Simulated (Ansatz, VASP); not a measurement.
CdS in VASP and in Ansatz

```
Cd S
1.0
     4.12338    0.00000    0.00000
    -2.06169    3.57095    0.00000
     0.00000    0.00000    6.69959
Cd S
2 2
Direct
  0.33333 0.66667 0.00004
  0.66667 0.33333 0.50004
  0.33333 0.66667 0.37696
  0.66667 0.33333 0.87696
```

Alike in both runs: task single point; functional r2SCAN; k mesh 6 × 6 × 4; non-collinear spin, spin-orbit coupling.

|  | VASP | Ansatz |
| --- | --- | --- |
| version | VASP 6.6.1 | Ansatz 0.2.0 |
| potentials or method | VASP PAW PBE potentials, release 64 (Cd, S), cutoff 550 eV | plane waves, PAW |
| occupations | gaussian, width 0.01 eV | fixed |
| valence electrons in the cell | 36 | 52 |

```csv
,VASP,Ansatz,Ansatz less VASP
net moment per atom (μB),0.00,0.00,0.000
```

VASP's potentials were made for PBE, not for r2SCAN. VASP's potentials hold 36 valence electrons a cell and Ansatz's 52, so a difference there can come from the potentials and not from the codes.
